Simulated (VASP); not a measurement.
# BaTiO3 (P4mm) in VASP: notebook, part 3 of 3

VASP 6.6.1. Earlier steps stand in the parts before.

### 5 Single point, PBE (strain along c alone, the other axes held: -3.0 %, then relaxed in part)

Input file INCAR:

```
  PREC = Accurate
  ENCUT = 520
  EDIFF = 1E-6
  ISMEAR = 0
  SIGMA = 0.02
  LREAL = False
  LASPH = True
  NELM = 100
  ALGO = Normal
  ISIF = 2
  LWAVE = False
  LCHARG = True
  GGA = PE
  LELF = True
  LVHAR = True
  NBANDS = 28
```

Input file KPOINTS:

```
Automatic mesh
0
Gamma
  8 8 6
```

Input file POSCAR:

```
BaTiO3
1.0
    3.9854497974      0.0000000000      0.0000000000
    0.0000000000      3.9854497974      0.0000000000
    0.0000000000      0.0000000000      4.0744681653
Ba Ti O
1 1 3
Direct
    0.5000000000      0.5000000000      0.5835366231
    0.0000000000      0.0000000000      0.0998646625
    0.0000000000      0.5000000000      0.0630312755
    0.5000000000      0.0000000000      0.0630312755
    0.0000000000      0.0000000000      0.5505331535
```

Potentials or basis: VASP PAW PBE potentials, release 64 (Ba_sv, Ti_sv, O).

Command:

```
$ cat potpaw_PBE.64/Ba_sv/POTCAR potpaw_PBE.64/Ti_sv/POTCAR potpaw_PBE.64/O/POTCAR > POTCAR
$ mpirun -np 1 vasp_std > vasp.out
```

OUTCAR:

```text
PREC = Accurate
   ENCUT = 520
   EDIFF = 1E-6
   ISMEAR = 0
   LREAL = False
   LASPH = True
   NELM = 100
   ISIF = 2
   GGA = PE

 ion  position               nearest neighbor table
   1  0.500  0.500  0.584-   3 2.79   4 2.79   4 2.79   3 2.79   5 2.82   5 2.82   5 2.82   5 2.82
                             3 2.91   4 2.91   3 2.91   4 2.91   2 3.44   2 3.44   2 3.44   2 3.44
   2  0.000  0.000  0.100-   5 1.84   4 2.00   3 2.00   3 2.00   4 2.00   5 2.24   1 3.44   1 3.44
                             1 3.44   1 3.44   1 3.52   1 3.52   1 3.52   1 3.52
   3  0.000  0.500  0.063-   2 2.00   2 2.00   1 2.79   1 2.79   1 2.91   1 2.91
   4  0.500  0.000  0.063-   2 2.00   2 2.00   1 2.79   1 2.79   1 2.91   1 2.91
   5  0.000  0.000  0.551-   2 1.84   2 2.24   1 2.82   1 2.82   1 2.82   1 2.82

  LATTYP: Found a simple tetragonal cell.
 ALAT       =     3.9854497974
 C/A-ratio  =     1.0223358397

  Lattice vectors:

 A1 = (   3.9854497974,   0.0000000000,   0.0000000000)
 A2 = (   0.0000000000,   3.9854497974,   0.0000000000)
 A3 = (   0.0000000000,   0.0000000000,   4.0744681653)

Analysis of symmetry for initial positions (statically):
=====================================================================
 Subroutine PRICEL returns:
 Original cell was already a primitive cell.

 Routine SETGRP: Setting up the symmetry group for a
 simple tetragonal supercell.

 Subroutine GETGRP returns: Found  8 space group operations
 (whereof  8 operations were pure point group operations)
 out of a pool of 16 trial point group operations.

The static configuration has the point symmetry C_4v.

Analysis of symmetry for dynamics (positions and initial velocities):
=====================================================================
 Subroutine PRICEL returns:
 Original cell was already a primitive cell.

 Routine SETGRP: Setting up the symmetry group for a
 simple tetragonal supercell.

 Subroutine GETGRP returns: Found  8 space group operations
 (whereof  8 operations were pure point group operations)
 out of a pool of 16 trial point group operations.

The dynamic configuration has the point symmetry C_4v.

 Subroutine INISYM returns: Found  8 space group operations
 (whereof  8 operations are pure point group operations),
 and found     1 'primitive' translations

----------------------------------------------------------------------------------------

                                     Primitive cell

  volume of cell :      64.7181

  direct lattice vectors                    reciprocal lattice vectors
     3.985449797  0.000000000  0.000000000     0.250912708  0.000000000  0.000000000
     0.000000000  3.985449797  0.000000000     0.000000000  0.250912708  0.000000000
     0.000000000  0.000000000  4.074468165     0.000000000  0.000000000  0.245430805

  length of vectors
     3.985449797  3.985449797  4.074468165     0.250912708  0.250912708  0.245430805

  position of ions in fractional coordinates (direct lattice)
     0.500000000  0.500000000  0.583536623
     0.000000000  0.000000000  0.099864663
     0.000000000  0.500000000  0.063031276
     0.500000000  0.000000000  0.063031276
     0.000000000  0.000000000  0.550533153

  ion indices of the primitive-cell ions
   primitive index   ion index
                 1           1
[... 25 lines left out ...]

 Subroutine IBZKPT returns following result:
 ===========================================

 Found     60 irreducible k-points:

 Following reciprocal coordinates:
            Coordinates               Weight
  0.000000  0.000000  0.000000      1.000000
  0.125000  0.000000  0.000000      4.000000
  0.250000  0.000000  0.000000      4.000000
  0.375000  0.000000  0.000000      4.000000
  0.500000  0.000000  0.000000      2.000000
  0.125000  0.125000  0.000000      4.000000
[... 16 lines left out ...]
  0.375000  0.125000  0.166667     16.000000
  0.500000  0.125000  0.166667      8.000000
 [... further k-points ...]
   k-points           NKPTS =     60   k-points in BZ     NKDIM =     60   number of bands    NBANDS=     28
   number of dos      NEDOS =    301   number of ions     NIONS =      5
   total plane-waves  NPLWV =  27000
   dimension x,y,z NGX =    30 NGY =   30 NGZ =   30
   dimension x,y,z NGXF=    60 NGYF=   60 NGZF=   60
   ions per type =               1   1   3
   NGX,Y,Z   is equivalent  to a cutoff of  12.51, 12.51, 12.24 a.u.
   NGXF,Y,Z  is equivalent  to a cutoff of  25.03, 25.03, 24.48 a.u.
 SYSTEM =  unknown system
   PREC   = accura    normal or accurate (medium, high low for compatibility)
   ISTART =      0    job   : 0-new  1-cont  2-samecut
   ICHARG =      2    charge: 1-file 2-atom 10-const
   ISPIN  =      1    spin polarized calculation?
   LNONCOLLINEAR =      F non collinear calculations
   LSORBIT =      F    spin-orbit coupling
   LASPH  =      T    aspherical Exc in radial PAW
   ENCUT  =  520.0 eV  38.22 Ry    6.18 a.u.   7.41  7.41  7.58*2*pi/ulx,y,z
   NELM   =    100;   NELMIN=  2; NELMDL= -5     # of ELM steps
   EDIFF  = 0.1E-05   stopping-criterion for ELM
   LREAL  =      F    real-space projection
   EDIFFG = 0.1E-04   stopping-criterion for IOM
   NSW    =      0    number of steps for IOM
   IBRION =     -1    ionic relax: 0-MD 1-quasi-New 2-CG
   NFREE  =      0    steps in history (QN), initial steepest desc. (CG)
   ISIF   =      2    stress and relaxation
   ISYM   =      2    0-nonsym 1-usesym 2-fastsym
   POTIM  = 0.5000    time-step for ionic-motion
   TEBEG  =    0.0;   TEEND  =   0.0 temperature during run
   PSTRESS=    0.0 pullay stress
   NELECT =      40.0000    total number of electrons
   NUPDOWN=      -1.0000    fix difference up-down
   EMIN   =  10.00;   EMAX   =-10.00  energy-range for DOS
   EFERMI =   0.00;   METHOD = LEGACY
   ISMEAR =     0;   SIGMA  =   0.02  broadening in eV -4-tet -1-fermi 0-gaus
   EFERMI_NEDOS =   21; number of points for ismear=-14 and -15
   IALGO  =     38    algorithm
   IMIX   =      4    mixing-type and parameters
     AMIX     =   0.40;   BMIX     =  1.00
     AMIX_MAG =   1.60;   BMIX_MAG =  1.00
  volume/ion in A,a.u.               =      12.94        87.35
  Fermi-wavevector in a.u.,A,eV,Ry     =   1.394504  2.635230 26.458435  1.944640
  Thomas-Fermi vector in A             =   2.518046
   LORBIT       =      0    0 simple, 1 ext, 2 COOP (PROOUT), +10 PAW based schemes
   GGA     = PE    functional components
   LHFCALC =     F    Hartree Fock is set to
   AEXX    =    0.0000 exact exchange contribution
   IVDW    =     0    specifies the selected vdW correction
   LEPSILON=     F    determine dielectric tensor
   LRPA    =     F    only Hartree local field effects (RPA)
 non-spin polarized calculation
 Gauss-broadening in eV      SIGMA  =   0.02
  energy-cutoff  :      520.00
  volume of cell :       64.72
 maximum number of plane-waves:      1779
 NGX is ok and might be reduce to    30
   NGX = 15   NGY = 15   NGZ = 15

 number of electron      39.9999983 magnetization

 Free energy of the ion-electron system (eV)
  ---------------------------------------------------
  ext. energy  EPLUGINS =         0.00000000
  ---------------------------------------------------
  free energy    TOTEN  =       -40.00491730 eV

  energy without entropy =      -40.00491730  energy(sigma->0) =      -40.00491730

 E-fermi :   4.0207     XC(G=0): -11.1974

 val. band max:        3.8752540962   @ k =   0.5000   0.5000   0.5000
 cond. band min:       5.6725205267   @ k =   0.0000   0.0000   0.0000
 fundamental gap:      1.7972664305
 Fermi energy:         4.0206676361

 k-point     1 :       0.0000    0.0000    0.0000
  band No.  band energies     occupation
      1     -52.7039      2.00000
      2     -28.9978      2.00000
      3     -28.9133      2.00000
      4     -28.9133      2.00000
      5     -21.1054      2.00000
      6     -13.1091      2.00000
[... 733 lines left out ...]
     27      11.7492      0.00000
     28      12.6090      0.00000

 [... further k-points ...]
[... 5 lines left out ...]
  --------------------------------------------------------------------------------------
  -------------------------------------------------------------------------------------
  Total        1.7175039      1.7175039      2.0816243      0.0000000     -0.0000000      0.0000000
  in kB       42.5189666     42.5189666     51.5332250      0.0000000     -0.0000000      0.0000000
  external PRESSURE =      45.5237194 kB  Pullay stress =       0.0000000 kB

 VOLUME and BASIS-vectors are now :
 -----------------------------------------------------------------------------
  energy-cutoff  :      520.00
  volume of cell :       64.72
      direct lattice vectors                 reciprocal lattice vectors
     3.985449797  0.000000000  0.000000000     0.250912708  0.000000000  0.000000000
     0.000000000  3.985449797  0.000000000     0.000000000  0.250912708  0.000000000
     0.000000000  0.000000000  4.074468165     0.000000000  0.000000000  0.245430805

 POSITION                                       TOTAL-FORCE (eV/Angst)
 -----------------------------------------------------------------------------------
      1.99272      1.99272      2.37760         0.000000      0.000000     -0.035236
      0.00000      0.00000      0.40690         0.000000     -0.000000     -0.065205
      0.00000      1.99272      0.25682        -0.000000      0.000000      0.017950
      1.99272      0.00000      0.25682         0.000000     -0.000000      0.017950
      0.00000      0.00000      2.24313        -0.000000     -0.000000      0.064540
 -----------------------------------------------------------------------------------
    total drift:                                0.000000     -0.000000     -0.000205

  FREE ENERGIE OF THE ION-ELECTRON SYSTEM (eV)
  ---------------------------------------------------
  free  energy   TOTEN  =       -40.0049172993 eV

  energy  without entropy=      -40.0049172993  energy(sigma->0) =      -40.00491730
```

Run time: 58 s. Hardware: 1 thread of Intel Xeon 6975P-C (Granite Rapids), shared host; peak memory 0.24 GiB.

Results:

```
Free energy            : -40.0049 eV
Pressure               : 4.6 GPa
Largest force          : 0.065 eV/Å
Band gap on the k mesh : 1.80 eV, indirect (least direct gap 2.23 eV)
```

Forces on the atoms (eV/Å):
```
Ba   0.000  0.000 -0.035
Ti   0.000  0.000 -0.065
O    0.000  0.000  0.018
O    0.000  0.000  0.018
O    0.000  0.000  0.065
```

Caveat: the cell differs from its parent crystal (strain along c alone, the other axes held: -3.0 %, then relaxed in part); spin-orbit coupling is left out, which moves the levels of the heavy elements. A k mesh can miss the band edges.

### 6 Single point, PBE

This run uses another cell than the first one, of 12.94 Å³/atom, 0.888 times its volume.

Input file INCAR:

```
SYSTEM = BaTiO3
PREC = Accurate
ENCUT = 520
EDIFF = 1E-6
ISMEAR = 0
SIGMA = 0.02
LREAL = .False.
LASPH = .True.
NELM = 100
ALGO = Normal
ISIF = 2
LWAVE = .False.
LCHARG = .True.
GGA = PE
LELF = .True.
LVHAR = .True.
NBANDS = 28
```

Input file KPOINTS:

```
Automatic mesh
0
Gamma
  8 8 6
  0 0 0
```

POSCAR is that of step 5.

Potentials or basis: VASP PAW PBE potentials, release 64 (Ba_sv, Ti_sv, O).

Command:

```
$ cat potpaw_PBE.64/Ba_sv/POTCAR potpaw_PBE.64/Ti_sv/POTCAR potpaw_PBE.64/O/POTCAR > POTCAR
$ mpirun -np 1 vasp_std > vasp.out
```

Run time: 55 s. Hardware: 1 thread of Intel Xeon 6975P-C (Granite Rapids), shared host; peak memory 0.24 GiB.

The run converged. Its results:

- Free energy: -40.0049 eV
- Pressure: 4.6 GPa
- Largest force: 0.065 eV/Å
- Band gap on the k mesh: 1.80 eV, indirect (least direct gap 2.23 eV)

Forces on the atoms (eV/Å):
```
Ba   0.000  0.000 -0.035
Ti   0.000  0.000 -0.065
O    0.000  0.000  0.018
O    0.000  0.000  0.018
O    0.000  0.000  0.065
```

Stress tensor (GPa, compression positive):
```
4.25 0.00 0.00
0.00 4.25 0.00
0.00 0.00 5.15
```

Levels at points of the mesh, in eV from the valence-band top:
```
           k point  band 16  band 17  band 18  band 19  band 20  band 21  band 22  band 23  band 24  band 25
(0.00, 0.00, 0.00)    -1.47    -1.22    -0.57    -0.44    -0.44     1.80     2.22     2.22     4.04     4.21
(0.50, 0.00, 0.00)    -1.98    -1.90    -1.70    -1.25    -1.06     2.33     3.50     3.58     4.12     5.77
(0.50, 0.50, 0.00)    -2.86    -1.88    -1.08    -1.08    -0.08     3.60     3.60     3.96     4.51     7.64
(0.00, 0.00, 0.50)    -2.08    -2.00    -2.00    -0.72    -0.72     1.95     3.55     3.55     4.04     6.02
(0.50, 0.00, 0.50)    -2.68    -1.78    -1.01    -0.97    -0.33     3.54     3.56     3.88     4.86     7.46
(0.50, 0.50, 0.50)    -2.54    -2.54    -0.25    -0.25     0.00     4.13     4.13     4.17     6.32     6.58
```

Caveat: spin-orbit coupling is left out, which moves the levels of the heavy elements. A k mesh can miss the band edges.

### 7 Summary

```csv
task,cell,k mesh,cutoff (eV),gap on the mesh (eV),pressure (GPa),largest force (eV/Å)
single point,"a = 4.105, b = 4.105, c = 4.326 Å, 5 atoms",8 × 8 × 6,520,1.70,-7.6,0.12
single point,"a = 3.985, b = 3.985, c = 4.200 Å, 5 atoms",8 × 8 × 8,520,1.79,1.6,0.08
relaxation of cell and atoms,"relaxed from a = 3.990, b = 3.990, c = 4.103 Å, 5 atoms",8 × 8 × 8,600,1.77,0.0,-
single point,"a = 3.985, b = 3.985, c = 4.074 Å, 5 atoms",8 × 8 × 6,520,1.80,4.6,0.07
```

Alike in all rows: level PBE; potentials or basis VASP PAW PBE potentials, release 64 (Ba_sv, Ti_sv, O); no spin polarisation; smearing gaussian 0.02 eV.

Caveats: spin-orbit coupling is left out, which moves the levels of the heavy elements.

Absolute energies hang on the potentials; compare differences alone.
